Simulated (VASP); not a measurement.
AlNi: single point with PBEsol

AlNi:

```
CELL_PARAMETERS angstrom
2.02133 -2.02135 0.00000
2.02133 2.02135 0.00000
0.00000 0.00000 2.86941
ATOMIC_POSITIONS crystal
Al 0.00000 0.00000 0.00000
Ni 0.50000 0.50000 0.50000
```

```yaml
Program: VASP 6.6.1
Task: single point
Functional: PBEsol
Potentials_or_basis: VASP PAW PBE potentials, release 64 (Al, Ni)
Cutoff: 520 eV
k_mesh: 16 × 16 × 14
Occupations: gaussian, width 0.1 eV
Spin: no spin polarisation
```

| Quantity | Value |
| --- | --- |
| Pressure | 0.1 GPa |

Levels at points of the mesh, in eV from the Fermi level:
```
           k point  band 4  band 5  band 6  band 7  band 8  band 9  band 10  band 11
(0.00, 0.00, 0.00)   -1.57   -1.57   -1.56    5.50    5.64    5.64     8.21     8.24
(0.50, 0.00, 0.00)   -2.31   -2.29   -1.48   -0.64    8.33   10.02    10.15    11.05
(0.50, 0.50, 0.00)   -2.90   -2.13   -2.13   -1.02    1.53    2.63    12.45    15.24
(0.00, 0.00, 0.50)   -2.29   -2.29   -1.47   -0.66    8.33   10.13    10.13    11.12
(0.50, 0.00, 0.50)   -2.92   -2.12   -2.11   -1.03    1.50    2.59    12.55    15.30
(0.50, 0.50, 0.50)   -1.00   -0.99    1.97    1.98    1.98    3.91     4.56     4.56
```

It took 83 s on 1 thread of Intel(R) Xeon(R) 6975P-C (Granite Rapids) (shared host), peak memory 0.3 GiB.

Caveat: the PAW data sets were made with another functional, which shifts forces and pressure a little. Spin polarisation is off, so any magnetic state and its effect on volume and gap are missing.
